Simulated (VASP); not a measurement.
MgO: single point with PBEsol

Crystal: MgO.

```
CELL_PARAMETERS angstrom
3.34869 0.00000 0.00000
-1.67435 2.90005 0.00000
0.00000 0.00000 4.88473
ATOMIC_POSITIONS crystal
Mg 0.33333 0.66667 0.00366
Mg 0.66667 0.33333 0.50366
O 0.33333 0.66667 0.40094
O 0.66667 0.33333 0.90094
```

This cell differs from its parent crystal: c/a of the conventional cell at fixed volume 1.4587.

```json
{"Program": "VASP 6.6.1", "Task": "single point", "Functional": "PBEsol", "Potentials or basis": "VASP PAW PBE potentials, release 64 (Mg, O)", "Cutoff": "520 eV", "k mesh": "9 × 9 × 6", "Occupations": "gaussian, width 0.05 eV", "Spin": "no spin polarisation", "Dipole correction": "no", "Further INCAR settings": "ALGO = Normal; EDIFF = 1e-07; NBANDS = 16"}
```

```
Pressure               : -0.5 GPa
Largest force          : 0.467 eV/Å
Band gap on the k mesh : 3.29 eV, direct
```

Forces in eV/Å, atoms in the order of the input:
```
Mg   0.000  0.000 -0.467
Mg   0.000  0.000 -0.467
O    0.000  0.000  0.467
O    0.000  0.000  0.467
```

Stress tensor (GPa, compression positive):
```
-3.23  0.00  0.00
 0.00 -3.23  0.00
 0.00  0.00  4.98
```

Levels at points of the mesh, in eV from the valence-band top:
| k point | band 4 | band 5 | band 6 | band 7 | band 8 | band 9 | band 10 | band 11 | band 12 | band 13 |
| --- | --- | --- | --- | --- | --- | --- | --- | --- | --- | --- |
| (0.00, 0.00, 0.00) | -0.86 | -0.86 | -0.47 | -0.47 | 0.00 | 3.29 | 8.29 | 10.35 | 13.60 | 13.60 |
| (0.00, 0.00, 0.50) | -2.05 | -0.67 | -0.67 | -0.67 | -0.67 | 5.82 | 5.82 | 13.26 | 13.26 | 14.09 |

It took 60 s on 1 thread of AMD EPYC 7R13 (shared host), peak memory 0.16 GiB.

Caveat: the PAW data sets were made with another functional, which shifts forces and pressure a little. A k mesh can miss the band edges.
